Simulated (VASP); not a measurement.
Set up this calculation in VASP 6.6.1, as the native input.

| Item | Value |
| --- | --- |
| Task | single point |
| Functional | r2SCAN |
| Potentials or basis | VASP PAW PBE potentials, release 64 (Ba_sv) |
| Cutoff | 520 eV |
| k mesh | 13 × 13 × 13 |
| Occupations | fermi-dirac, width 0.1 eV |
| Spin | no spin polarisation |
| Dipole correction | no |
| Further INCAR settings | ALGO = Normal; EDIFF = 1e-06; NBANDS = 11 |

Crystal: Ba.

```xyz
1
Lattice="-2.5368 2.5368 2.5368 2.5368 -2.5368 2.5368 2.5368 2.5368 -2.5368" Properties=species:S:1:pos:R:3 pbc="T T T"
Ba    0.0000    0.0000    0.0000
```

The input as run:

POSCAR

```
Ba
1.0
   -2.5367939014      2.5367939014      2.5367939014
    2.5367939014     -2.5367939014      2.5367939014
    2.5367939014      2.5367939014     -2.5367939014
Ba
1
Direct
    0.0000000000      0.0000000000      0.0000000000
```

INCAR.step1

```
SYSTEM = Ba
PREC = Accurate
ENCUT = 520
ISMEAR = -1
SIGMA = 0.1
LREAL = .FALSE.
LASPH = .TRUE.
NELM = 60
NBANDS = 11
GGA = PE
ALGO = Normal
EDIFF = 1E-4
LWAVE = .TRUE.
LCHARG = .FALSE.
```

INCAR.step2

```
SYSTEM = Ba
PREC = Accurate
ENCUT = 520
EDIFF = 1E-6
ISMEAR = -1
SIGMA = 0.1
LREAL = .FALSE.
LASPH = .TRUE.
NELM = 60
ALGO = Normal
ISIF = 2
LWAVE = .FALSE.
LCHARG = .FALSE.
METAGGA = R2SCAN
LMIXTAU = .TRUE.
NBANDS = 11
ISTART = 1
```

KPOINTS

```
Automatic mesh
0
G
  13 13 13
  0 0 0
```

Potentials or basis: VASP PAW PBE potentials, release 64 (Ba_sv).

The run is started by

```sh
$ cat potpaw_PBE.64/Ba_sv/POTCAR > POTCAR
$ cp INCAR.step1 INCAR
$ mpirun -np 1 vasp_std > vasp.out
$ cp INCAR.step2 INCAR
$ mpirun -np 1 vasp_std > vasp.out
```

Results of the run:

```yaml
Pressure: 0.0 GPa
Band_gap_on_the_k_mesh: zero (bands 5 and 6 overlap by 1.04 eV)
```

Caveat: the PAW data sets were made with another functional, which shifts forces and pressure a little; spin-orbit coupling is left out, which moves the levels of the heavy elements.

It took 2.7 min on 1 thread of Intel(R) Xeon(R) Platinum 8488C (Sapphire Rapids), on a shared host, peak memory 0.24 GiB.
